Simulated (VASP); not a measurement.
# Mo (Im-3m) in VASP: a series of runs

Mo is run at these levels: PBE; tasks: single point.

All numbers are computed with VASP 6.6.1; they aren't measurements. Logs are shortened: lines on timing, memory, paths and dates and some standing lists are left out, and cuts for length are marked.

**1. The cell of the first run**

The structure is cubic, space group Im-3m (No. 229). Conventional cell: a = 3.026 Å, b = 3.026 Å, c = 3.026 Å, α = 90.00°, β = 90.00°, γ = 90.00°. Within 3.5 Å of Mo (site symmetry m-3m) lie 14 Mo at 2.62 to 3.03 Å.

**2. Single point, PBE**

INCAR

```
ALGO     = Normal         # electronic algorithm
EDIFF    = 1E-6           # SCF threshold, eV
ENCUT    = 520            # plane-wave cutoff, eV
GGA      = PE             # functional
ISIF     = 2              # what is computed and relaxed
ISMEAR   = 0              # smearing method
LASPH    = T              # aspherical terms in the spheres
LCHARG   = F              # write CHGCAR
LREAL    = F              # projectors in reciprocal space
LWAVE    = F              # write WAVECAR
NBANDS   = 13             # bands
NELM     = 100            # most SCF steps
PREC     = Accurate       # precision mode
SIGMA    = 0.1            # smearing width, eV
```

KPOINTS

```
k-points
0
Gamma
  18 18 18
```

POSCAR

```
Mo
1.0
   -1.5128157370      1.5128157370      1.5128157370
    1.5128157370     -1.5128157370      1.5128157370
    1.5128157370      1.5128157370     -1.5128157370
Mo
1
Direct
    0.0000000000      0.0000000000      0.0000000000
```

Potentials or basis: VASP PAW PBE potentials, release 64 (Mo_sv).

Command:

```
$ cat potpaw_PBE.64/Mo_sv/POTCAR > POTCAR
$ mpirun -np 1 vasp_std > vasp.out
```

OUTCAR:

```text
EDIFF = 1E-6
   ENCUT = 520
   GGA = PE
   ISIF = 2
   ISMEAR = 0
   LASPH = T
   LREAL = F
   NELM = 100
   PREC = Accurate

 ion  position               nearest neighbor table
   1  0.000  0.000  0.000-

  LATTYP: Found a body centered cubic cell.
 ALAT       =     3.0256314740

  Lattice vectors:

 A1 = (  -1.5128157370,   1.5128157370,   1.5128157370)
 A2 = (   1.5128157370,  -1.5128157370,   1.5128157370)
 A3 = (   1.5128157370,   1.5128157370,  -1.5128157370)

Analysis of symmetry for initial positions (statically):
=====================================================================
 Subroutine PRICEL returns:
 Original cell was already a primitive cell.

 Routine SETGRP: Setting up the symmetry group for a
 body centered cubic supercell.

 Subroutine GETGRP returns: Found 48 space group operations
 (whereof 48 operations were pure point group operations)
 out of a pool of 48 trial point group operations.

The static configuration has the point symmetry O_h .

Analysis of symmetry for dynamics (positions and initial velocities):
=====================================================================
 Subroutine PRICEL returns:
 Original cell was already a primitive cell.

 Routine SETGRP: Setting up the symmetry group for a
 body centered cubic supercell.

 Subroutine GETGRP returns: Found 48 space group operations
 (whereof 48 operations were pure point group operations)
 out of a pool of 48 trial point group operations.

The dynamic configuration has the point symmetry O_h .

 Subroutine INISYM returns: Found 48 space group operations
 (whereof 48 operations are pure point group operations),
 and found     1 'primitive' translations

----------------------------------------------------------------------------------------

                                     Primitive cell

  volume of cell :      13.8490

  direct lattice vectors                    reciprocal lattice vectors
    -1.512815737  1.512815737  1.512815737     0.000000000  0.330509518  0.330509518
     1.512815737 -1.512815737  1.512815737     0.330509518  0.000000000  0.330509518
     1.512815737  1.512815737 -1.512815737     0.330509518  0.330509518  0.000000000

  length of vectors
     2.620273719  2.620273719  2.620273719     0.467411043  0.467411043  0.467411043

  position of ions in fractional coordinates (direct lattice)
     0.000000000  0.000000000  0.000000000

  ion indices of the primitive-cell ions
   primitive index   ion index
                 1           1

----------------------------------------------------------------------------------------

 KPOINTS: k-points

Automatic generation of k-mesh.
 Grid dimensions read from file:
 generate k-points for:   18   18   18

 Generating k-lattice:

  Cartesian coordinates                     Fractional coordinates (reciprocal lattice)
     0.000000000  0.018361640  0.018361640     0.055555556  0.000000000  0.000000000
     0.018361640  0.000000000  0.018361640     0.000000000  0.055555556  0.000000000
     0.018361640  0.018361640  0.000000000     0.000000000  0.000000000  0.055555556

  Length of vectors
     0.025967280  0.025967280  0.025967280

  Shift w.r.t. Gamma in fractional coordinates (k-lattice)
     0.000000000  0.000000000  0.000000000

 Subroutine IBZKPT returns following result:
 ===========================================

 Found    195 irreducible k-points:

 Following reciprocal coordinates:
            Coordinates               Weight
  0.000000  0.000000  0.000000      1.000000
  0.055556  0.000000  0.000000     12.000000
  0.111111  0.000000  0.000000     12.000000
  0.166667  0.000000  0.000000     12.000000
  0.222222  0.000000  0.000000     12.000000
  0.277778  0.000000  0.000000     12.000000
[... 16 lines left out ...]
  0.333333  0.111111  0.000000     48.000000
  0.388889  0.111111 -0.000000     48.000000
 [... further k-points ...]
   k-points           NKPTS =    195   k-points in BZ     NKDIM =    195   number of bands    NBANDS=     13
   number of dos      NEDOS =    301   number of ions     NIONS =      1
   total plane-waves  NPLWV =   8000
   dimension x,y,z NGX =    20 NGY =   20 NGZ =   20
   dimension x,y,z NGXF=    40 NGYF=   40 NGZF=   40
   ions per type =               1
   NGX,Y,Z   is equivalent  to a cutoff of  12.69, 12.69, 12.69 a.u.
   NGXF,Y,Z  is equivalent  to a cutoff of  25.38, 25.38, 25.38 a.u.
 SYSTEM =  unknown system
   PREC   = accura    normal or accurate (medium, high low for compatibility)
   ISTART =      0    job   : 0-new  1-cont  2-samecut
   ICHARG =      2    charge: 1-file 2-atom 10-const
   ISPIN  =      1    spin polarized calculation?
   LNONCOLLINEAR =      F non collinear calculations
   LSORBIT =      F    spin-orbit coupling
   LASPH  =      T    aspherical Exc in radial PAW
   ENCUT  =  520.0 eV  38.22 Ry    6.18 a.u.   4.87  4.87  4.87*2*pi/ulx,y,z
   NELM   =    100;   NELMIN=  2; NELMDL= -5     # of ELM steps
   EDIFF  = 0.1E-05   stopping-criterion for ELM
   LREAL  =      F    real-space projection
   EDIFFG = 0.1E-04   stopping-criterion for IOM
   NSW    =      0    number of steps for IOM
   IBRION =     -1    ionic relax: 0-MD 1-quasi-New 2-CG
   NFREE  =      0    steps in history (QN), initial steepest desc. (CG)
   ISIF   =      2    stress and relaxation
   ISYM   =      2    0-nonsym 1-usesym 2-fastsym
   POTIM  = 0.5000    time-step for ionic-motion
   TEBEG  =    0.0;   TEEND  =   0.0 temperature during run
   PSTRESS=    0.0 pullay stress
   NELECT =      14.0000    total number of electrons
   NUPDOWN=      -1.0000    fix difference up-down
   EMIN   =  10.00;   EMAX   =-10.00  energy-range for DOS
   EFERMI =   0.00;   METHOD = LEGACY
   ISMEAR =     0;   SIGMA  =   0.10  broadening in eV -4-tet -1-fermi 0-gaus
   EFERMI_NEDOS =   21; number of points for ismear=-14 and -15
   IALGO  =     38    algorithm
   IMIX   =      4    mixing-type and parameters
     AMIX     =   0.40;   BMIX     =  1.00
     AMIX_MAG =   1.60;   BMIX_MAG =  1.00
  volume/ion in A,a.u.               =      13.85        93.46
  Fermi-wavevector in a.u.,A,eV,Ry     =   1.643027  3.104872 36.729459  2.699539
  Thomas-Fermi vector in A             =   2.733231
   LORBIT       =      0    0 simple, 1 ext, 2 COOP (PROOUT), +10 PAW based schemes
   GGA     = PE    functional components
   LHFCALC =     F    Hartree Fock is set to
   AEXX    =    0.0000 exact exchange contribution
   IVDW    =     0    specifies the selected vdW correction
   LEPSILON=     F    determine dielectric tensor
   LRPA    =     F    only Hartree local field effects (RPA)
 non-spin polarized calculation
 Gauss-broadening in eV      SIGMA  =   0.10
  energy-cutoff  :      520.00
  volume of cell :       13.85
 maximum number of plane-waves:       384
   NGX =  9   NGY =  9   NGZ =  9

 number of electron      14.0000004 magnetization

 Free energy of the ion-electron system (eV)
  ---------------------------------------------------
  ext. energy  EPLUGINS =         0.00000000
  ---------------------------------------------------
  free energy    TOTEN  =       -10.68346515 eV

  energy without entropy =      -10.68137827  energy(sigma->0) =      -10.68242171

 E-fermi :  14.6878     XC(G=0): -14.0880

 val. band max:       14.6502551398   @ k =  -0.3889   0.4444   0.2778
 cond. band min:      14.7172362878   @ k =  -0.3333   0.3889   0.2778
 fundamental gap:      0.0669811480
 Fermi energy:        14.6877703154

 k-point     1 :       0.0000    0.0000    0.0000
  band No.  band energies     occupation
      1     -46.7022      2.00000
      2     -19.6251      2.00000
      3     -19.6251      2.00000
      4     -19.6251      2.00000
      5       7.0600      2.00000
      6      13.0170      2.00000
      7      13.0170      2.00000
      8      13.0170      2.00000
      9      16.5176      0.00000
     10      16.5176      0.00000
     11      29.6235      0.00000
     12      29.6235      0.00000
     13      29.6235      0.00000

 k-point     2 :       0.0556    0.0000    0.0000
  band No.  band energies     occupation
      1     -46.6898      2.00000
      2     -19.6920      2.00000
      3     -19.6452      2.00000
      4     -19.6258      2.00000
      5       7.2181      2.00000
      6      12.9228      2.00000
      7      13.0016      2.00000
      8      13.1680      2.00000
      9      16.3691      0.00000
     10      16.5179      0.00000
     11      29.7538      0.00000
     12      29.8905      0.00000
     13      29.9867      0.00000

 k-point     3 :       0.1111    0.0000    0.0000
  band No.  band energies     occupation
      1     -46.6538      2.00000
      2     -19.8824      2.00000
      3     -19.7027      2.00000
      4     -19.6278      2.00000
      5       7.6632      2.00000
      6      12.6626      2.00000
      7      12.9360      2.00000
      8      13.6151      2.00000
      9      16.0510      0.00000
     10      16.5265      0.00000
     11      30.0804      0.00000
     12      30.6676      0.00000
     13      30.9136      0.00000
[... 305 lines left out ...]
 k-point    23 :       0.3333    0.1111    0.0000
  band No.  band energies     occupation
      1     -46.3106      2.00000
      2     -21.3930      2.00000
      3     -20.2561      2.00000
      4     -19.7338      2.00000
      5       9.2370      2.00000
      6      10.9612      2.00000
      7      14.1760      2.00000
      8      16.3175      0.00000
      9      17.5412      0.00000
     10      19.9885      0.00000
     11      28.2122      0.00000
     12      29.5310      0.00000
     13      34.4028      0.00000

 k-point    24 :       0.3889    0.1111   -0.0000
  band No.  band energies     occupation
      1     -46.2745      2.00000
      2     -21.5330      2.00000
      3     -20.3219      2.00000
      4     -19.7374      2.00000
      5       9.0384      2.00000
      6      10.8158      2.00000
      7      14.8738      0.00850
      8      16.4667      0.00000
      9      17.8708      0.00000
     10      21.0106      0.00000
     11      27.6682      0.00000
     12      28.4443      0.00000
     13      33.3617      0.00000

 [... further k-points ...]
[... 5 lines left out ...]
  --------------------------------------------------------------------------------------
  -------------------------------------------------------------------------------------
  Total        3.9703476      3.9703476      3.9703476      0.0000000      0.0000000      0.0000000
  in kB      459.3259916    459.3259916    459.3259916      0.0000000      0.0000000      0.0000000
  external PRESSURE =     459.3259916 kB  Pullay stress =       0.0000000 kB

 VOLUME and BASIS-vectors are now :
 -----------------------------------------------------------------------------
  energy-cutoff  :      520.00
  volume of cell :       13.85
      direct lattice vectors                 reciprocal lattice vectors
    -1.512815737  1.512815737  1.512815737     0.000000000  0.330509518  0.330509518
     1.512815737 -1.512815737  1.512815737     0.330509518  0.000000000  0.330509518
     1.512815737  1.512815737 -1.512815737     0.330509518  0.330509518  0.000000000

 POSITION                                       TOTAL-FORCE (eV/Angst)
 -----------------------------------------------------------------------------------
      0.00000      0.00000      0.00000        -0.000000      0.000000      0.000000
 -----------------------------------------------------------------------------------
    total drift:                                0.000000     -0.000000     -0.000000

  FREE ENERGIE OF THE ION-ELECTRON SYSTEM (eV)
  ---------------------------------------------------
  free  energy   TOTEN  =       -10.6834651472 eV

  energy  without entropy=      -10.6813782700  energy(sigma->0) =      -10.68242171
```

It took 11 s on 1 thread of Intel Xeon 6975P-C (Granite Rapids), shared host; peak memory 0.15 GiB.

What came out:

- Free energy: -10.6835 eV
- Pressure: 45.9 GPa
- Band gap on the k mesh: zero (bands 7 and 8 overlap by 6.34 eV)

Caveat: the cell stands under pressure.

**3. Single point, PBE**

INCAR

```
PREC = Accurate
ENCUT = 520
EDIFF = 1E-6
ISMEAR = 0
SIGMA = 0.1
LREAL = F
LASPH = T
NELM = 100
ALGO = Normal
ISIF = 2
LWAVE = F
LCHARG = T
GGA = PE
LELF = T
LVHAR = T
NBANDS = 13
```

KPOINTS

```
regular mesh
0
Gamma
  20 20 20
```

POSCAR

```
Mo
1.0
   -1.5123967955      1.5123967955      1.5123967955
    1.5123967955     -1.5123967955      1.5123967955
    1.5123967955      1.5123967955     -1.5123967955
Mo
1
Direct
    0.0000000000      0.0000000000      0.0000000000
```

Potentials or basis: VASP PAW PBE potentials, release 64 (Mo_sv).

Command:

```
$ cat potpaw_PBE.64/Mo_sv/POTCAR > POTCAR
$ mpirun -np 1 vasp_std > vasp.out
```

Wall time 14 s (1 thread of Intel Xeon 6975P-C (Granite Rapids), shared host); peak memory 0.15 GiB.

The run converged. Its results:

```yaml
Free_energy: -10.6832 eV
Pressure: 45.9 GPa
Band_gap_on_the_k_mesh: zero (bands 7 and 8 overlap by 6.35 eV)
```

Levels at points of the mesh, in eV from the Fermi level:
```
           k point  band 5  band 6  band 7  band 8  band 9  band 10
(0.00, 0.00, 0.00)   -7.64   -1.67   -1.67   -1.67    1.83     1.83
(0.50, 0.00, 0.00)   -6.15   -4.08    1.94    2.14    2.68     5.62
(0.50, 0.50, 0.50)   -6.51   -6.51    4.67    4.67    4.67    10.04
```

Caveat: the cell stands under pressure.
